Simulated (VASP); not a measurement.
Wanted: the native input for a VASP 6.6.1 run.

```
Task                   : single point
Functional             : PBEsol
Potentials or basis    : VASP PAW PBE potentials, release 64 (Ca_sv)
Cutoff                 : 520 eV
k mesh                 : 12 × 12 × 8
Occupations            : gaussian, width 0.1 eV
Spin                   : no spin polarisation
Dipole correction      : no
Further INCAR settings : ALGO = Fast; EDIFF = 1e-06; NBANDS = 17
```

The structure of Ca lies in POSCAR:

```
Ca
1.0
    3.9721278117      0.0000000000      0.0000000000
    0.0000000000      3.9733075434      0.0000000000
    0.0000000000      0.0000000000      5.3502375926
Ca
2
Direct
    0.0000000000      0.0000000000      0.5000000000
    0.5000000000      0.5000000000      0.0000000000
```

This cell differs from its parent crystal: biaxial strain in the a-b plane: +3.0 %.

The input as run:

INCAR

```
PREC = Accurate ; ENCUT = 520
EDIFF = 1E-6 ; ISMEAR = 0
SIGMA = 0.1 ; LREAL = False
LASPH = True ; NELM = 100
ALGO = Fast ; ISIF = 2
LWAVE = False ; LCHARG = False
GGA = PS ; NBANDS = 17
```

KPOINTS

```
regular mesh
0
Gamma
  12 12 8
```

Potentials or basis: VASP PAW PBE potentials, release 64 (Ca_sv).

Command:

```sh
$ cat potpaw_PBE.64/Ca_sv/POTCAR > POTCAR
$ mpirun -np 1 vasp_std > vasp.out
```

Results of the run:

The pressure is -0.7 GPa. The band gap on the k mesh is zero (bands 10 and 11 overlap by 0.37 eV).

Caveat: the cell differs from its parent crystal (biaxial strain in the a-b plane: +3.0 %); the PAW data sets were made with another functional, which shifts forces and pressure a little.

Run time: 2.9 min on 1 thread of Intel(R) Xeon(R) 6975P-C (Granite Rapids) (shared host), peak memory 0.41 GiB.
